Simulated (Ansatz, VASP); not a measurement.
## One calculation of Si2WC3, two programs

```
CELL_PARAMETERS angstrom
4.91756 -2.81903 0.00000
4.91756 2.81903 0.00000
0.00000 0.00000 4.85906
ATOMIC_POSITIONS crystal
Si 0.17507 0.48620 0.01451
Si 0.82493 0.51380 0.51451
Si 0.51380 0.82493 0.01451
Si 0.48620 0.17507 0.51451
W 0.15201 0.84799 0.44655
W 0.84799 0.15201 0.94655
C 0.15627 0.48181 0.39745
C 0.51819 0.84373 0.39745
C 0.78625 0.21375 0.39853
C 0.48181 0.15627 0.89745
C 0.84373 0.51819 0.89745
C 0.21375 0.78625 0.89853
```

Alike in both runs: functional PBE; k mesh 3 × 3 × 3; occupations gaussian, width 0.2 eV; no spin polarisation.

Ansatz relaxed the structure, and its values are those at the end. VASP's run is a single point on that final structure, the one shown.

```csv
,VASP,Ansatz
version,VASP 6.6.1,Ansatz 0.2.0
potentials or method,"VASP PAW PBE potentials, release 64 (Si, W_sv, C), cutoff 600 eV","scalar-relativistic, plane waves, PAW"
valence electrons in the cell,68,68
```

```tsv
	VASP	Ansatz	Ansatz less VASP
gap on the k mesh at the Fermi level (eV)	none	none	-
pressure (GPa)	-0.1	-0.2	-0.09
rms of the force components (eV/Å)	0.019	0.011	-0.0081
```

A gap of «none» marks a metal or a gap that the smearing closes.

The k mesh is coarse, so the values compare programs but aren't converged. Neither program's run includes spin-orbit coupling.
